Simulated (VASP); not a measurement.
Here is a VASP 6.6.1 calculation.

File POSCAR:

```
BN
1.0
    2.5039917043      0.0000000000      0.0000000000
   -1.2519958522      2.1685204268      0.0000000000
    0.0000000000      0.0000000000      6.6612000000
B N
2 2
Direct
    0.3333333333      0.6666666667      0.2500000000
    0.6666666667      0.3333333333      0.7500000000
    0.3179772410      0.6589886205      0.7500000000
    0.6666666667      0.3333333333      0.2500000000
```

The input INCAR.step1:

```
SYSTEM = BN
ALGO     = Normal         ! electronic algorithm
EDIFF    = 1E-4           ! SCF threshold, eV
ENCUT    = 520            ! plane-wave cutoff, eV
GGA      = PE             ! functional
ISMEAR   = 0              ! smearing method
LASPH    = .True.         ! aspherical terms in the spheres
LCHARG   = .False.        ! write CHGCAR
LREAL    = .False.        ! projectors in reciprocal space
LWAVE    = .True.         ! write WAVECAR
NBANDS   = 16             ! bands
NELM     = 80             ! most SCF steps
PREC     = Accurate       ! precision mode
SIGMA    = 0.05           ! smearing width, eV
```

File INCAR.step2:

```
SYSTEM = BN
ALGO     = Normal         ! electronic algorithm
EDIFF    = 1E-7           ! SCF threshold, eV
ENCUT    = 520            ! plane-wave cutoff, eV
ISIF     = 2              ! what is computed and relaxed
ISMEAR   = 0              ! smearing method
ISTART   = 1            
LASPH    = .True.         ! aspherical terms in the spheres
LCHARG   = .False.        ! write CHGCAR
LMIXTAU  = .True.       
LREAL    = .False.        ! projectors in reciprocal space
LWAVE    = .False.        ! write WAVECAR
METAGGA  = R2SCAN         ! meta-GGA
NBANDS   = 16             ! bands
NELM     = 80             ! most SCF steps
PREC     = Accurate       ! precision mode
SIGMA    = 0.05           ! smearing width, eV
```

File KPOINTS:

```
k-points
0
Gamma
  12 12 4
  0 0 0
```

Potentials or basis: VASP PAW PBE potentials, release 64 (B, N).

The run is started by

```bash
$ cat potpaw_PBE.64/B/POTCAR potpaw_PBE.64/N/POTCAR > POTCAR
$ cp INCAR.step1 INCAR
$ mpirun -np 1 vasp_std > vasp.out
$ cp INCAR.step2 INCAR
$ mpirun -np 1 vasp_std > vasp.out
```

(1) What does it give for the largest force?

(2) Estimate the pressure.

(3) Predict the band gap on the k mesh.

Answers

(1) 1.453 eV/Å.

(2) 0.0 GPa.

(3) 4.83 eV, indirect (least direct gap 5.25 eV).

Caveat: the cell differs from its parent crystal (atom 3 (N) moved +0.033 Å towards its neighbour atom 2 (B) at 1.446 Å); the PAW data sets were made with another functional, which shifts forces and pressure a little.
